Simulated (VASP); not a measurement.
# Ga8HN8 (a cell with a defect) in VASP: further runs, part 2 of 2

VASP 6.6.1.

## (4) Single point, PBE, collinear spin

File INCAR:

```
PREC     = Accurate       # precision mode
ENCUT    = 520            # plane-wave cutoff, eV
EDIFF    = 1E-7           # SCF threshold, eV
ISMEAR   = 0              # smearing method
SIGMA    = 0.02           # smearing width, eV
LREAL    = Auto         
LASPH    = True           # aspherical terms in the spheres
NELM     = 150            # most SCF steps
ALGO     = Normal         # electronic algorithm
ISIF     = 2              # what is computed and relaxed
LWAVE    = False          # write WAVECAR
LCHARG   = False          # write CHGCAR
ISPIN    = 2              # spin polarisation
MAGMOM   = 0 0 0 0 0 0 0 0 0 0 0 0 0 0 0 0 0.41 # initial moments
LORBIT   = 11             # projections on sites
GGA      = PE             # functional
NBANDS   = 90             # bands
```

File KPOINTS:

```
Automatic mesh
0
Gamma
  3 3 3
```

File POSCAR:

```
Ga8HN8
1.0
    0.0000000000      4.5484769755     -4.5484769755
    4.5484769755      4.5484769755      0.0000000000
    4.5484769755      0.0000000000     -4.5484769755
Ga N H
8 8 1
Direct
    0.0069204484     -0.0055591136      0.5014989660
    0.0051210548      0.4964173749      0.5027067329
    0.5079625581     -0.0043069362      0.5079280411
    0.5030889487      0.4978274073      0.5030544317
    0.0050277269     -0.0054063152      1.0049932152
    0.0024508204      0.4961943332      1.0024163087
    0.5015335930     -0.0055590036      1.0068858268
    0.5027416897      0.4964171551      1.0050863233
    0.1275406038      0.1215443110      0.1275060868
    0.1277699114      0.6212392665      0.1277351745
    0.6209547757      0.1155368056      0.1394520635
    0.6279829524      0.6203713936      0.1288312556
    0.1394866905      0.1155366957      0.6209201487
    0.1288658826      0.6203715035      0.6279483254
    0.6313782647      0.1221335192      0.6313437477
    0.6252829277      0.6269652491      0.6252484107
    0.8113766476      0.2791242007      0.8113412511
```

Potentials or basis: VASP PAW PBE potentials, release 64 (Ga_d, N, H).

Started as:

```sh
$ cat potpaw_PBE.64/Ga_d/POTCAR potpaw_PBE.64/N/POTCAR potpaw_PBE.64/H/POTCAR > POTCAR
$ mpirun -np 1 vasp_std > vasp.out
```

OUTCAR:

```text
PREC = Accurate
   ENCUT = 520
   EDIFF = 1E-7
   ISMEAR = 0
   LREAL = Auto
   LASPH = True
   NELM = 150
   ISIF = 2
   ISPIN = 2
   LORBIT = 11
   GGA = PE

 ion  position               nearest neighbor table
   1  0.007  0.994  0.501-  13 1.96   9 1.96  14 1.96  15 1.97
   2  0.005  0.496  0.503-  14 1.96  10 1.97  16 2.00  13 2.00
   3  0.508  0.996  0.508-  13 1.94  11 1.94  16 1.94  15 1.96
   4  0.503  0.498  0.503-  16 1.96  14 1.97  12 1.97  15 1.97
   5  0.005  0.995  0.005-  17 1.86   9 1.95  10 1.96  11 2.02  13 2.02
   6  0.002  0.496  0.002-  12 1.97  14 1.97   9 1.97  10 1.97
   7  0.502  0.994  0.007-  11 1.96   9 1.96  12 1.96  15 1.97
   8  0.503  0.496  0.005-  12 1.96  10 1.97  16 2.00  11 2.00
   9  0.128  0.122  0.128-   5 1.95   1 1.96   7 1.96   6 1.97
[... 2002 lines left out ...]
      4.54660      4.54675     -0.04558        -0.018349     -0.018349     -0.020737
      2.26792      2.26808     -0.02214        -0.021976     -0.021976      0.003144
[... 9 lines left out ...]
      5.69567      5.69582     -5.68801        -0.007033     -0.007033      0.053339
      4.95996      4.96012     -7.38089         0.291148      0.291148     -0.067871
 -----------------------------------------------------------------------------------
    total drift:                               -0.011831      0.011904     -0.014584

  FREE ENERGIE OF THE ION-ELECTRON SYSTEM (eV)
  ---------------------------------------------------
  free  energy   TOTEN  =       -97.2235128742 eV

  energy  without entropy=      -97.2230949560  energy(sigma->0) =      -97.22330392

 total charge

# of ion       s       p       d       tot
------------------------------------------
    1        0.786   0.870  10.165  11.821
    2        0.779   0.857  10.164  11.801
    3        0.811   0.900  10.179  11.891
    4        0.786   0.868  10.164  11.818
    5        0.779   0.862  10.166  11.808
    6        0.786   0.863  10.162  11.811
[... 9 lines left out ...]
   16        1.245   2.475   0.000   3.720
   17        0.479   0.020   0.000   0.499
--------------------------------------------------
tot         16.661  26.862  81.329 124.852

 magnetization (x)

# of ion       s       p       d       tot
------------------------------------------
    1       -0.001   0.000   0.001   0.000
    2       -0.001  -0.002   0.006   0.003
    3        0.014   0.032   0.005   0.052
    4       -0.000   0.000   0.001   0.001
    5       -0.002  -0.002   0.009   0.004
    6       -0.000   0.000   0.000   0.001
[... 9 lines left out ...]
   16        0.012   0.047   0.000   0.059
   17        0.148   0.001   0.000   0.149
--------------------------------------------------
tot          0.196   0.216   0.028   0.440
```

It took 26 min on 1 thread of Intel Xeon 8259CL, shared host; peak memory 0.54 GiB.

Results:

| Property | Result |
| --- | --- |
| Free energy | -97.2235 eV |
| Pressure | 4.0 GPa |
| Largest force | 0.417 eV/Å |
| Net moment | 0.63 μB per cell |
| Site moments | Ga +0.00, +0.05 (each value once); N +0.00, -0.00, +0.08, +0.06 (each value once); H +0.15 μB |
| Valence electrons inside the program's atomic spheres | Ga 11.82, 11.80, 11.89, 11.81 (each value once); N 3.73, 3.72, 3.71 (each value once); H 0.50 |

Forces on the atoms (eV/Å):
```
Ga  -0.021 -0.012 -0.003
Ga  -0.014 -0.018  0.002
Ga  -0.008 -0.008  0.016
Ga  -0.012 -0.012  0.021
Ga  -0.018 -0.018 -0.021
Ga  -0.022 -0.022  0.003
Ga  -0.012 -0.021 -0.003
Ga  -0.018 -0.014  0.002
N   -0.018 -0.018 -0.003
N   -0.024 -0.024 -0.004
N   -0.033 -0.036 -0.010
N   -0.025 -0.018  0.010
N   -0.036 -0.033 -0.010
N   -0.018 -0.025  0.010
N   -0.006 -0.006  0.004
N   -0.007 -0.007  0.053
H    0.291  0.291 -0.068
```

Levels at points of the mesh, in eV from the Fermi level:
Spin up:
```
           k point  band 71  band 72  band 73  band 74  band 75  band 76
(0.00, 0.00, 0.00)    -2.19    -2.19    -1.94    -0.22     1.14     1.17
```
Spin down:
```tsv
k point	band 68	band 69	band 70	band 71	band 72	band 73	band 74	band 75	band 76	band 77
(0.00, 0.00, 0.00)	-3.06	-3.02	-2.19	-2.14	-2.14	-1.38	-0.08	1.15	1.18	1.62
```

Caveat: the k points lie up to 0.40 Å⁻¹ apart.

## (5) Overview

```csv
cell,gap on the mesh (eV),pressure (GPa),moment (μB),largest force (eV/Å)
"as given, atomic positions A",none,3.3,0.78,0.47
"as given, atomic positions B",none,3.3,0.78,0.47
"as given, atomic positions C",none,4.0,0.63,0.42
```

Alike in all rows: task single point; level PBE; potentials or basis VASP PAW PBE potentials, release 64 (Ga_d, N, H); spin collinear; k mesh 3 × 3 × 3; cutoff (eV) 520; smearing gaussian 0.02 eV.

Caveats: all runs use coarse meshes.

Absolute energies hang on the potentials; compare differences alone.
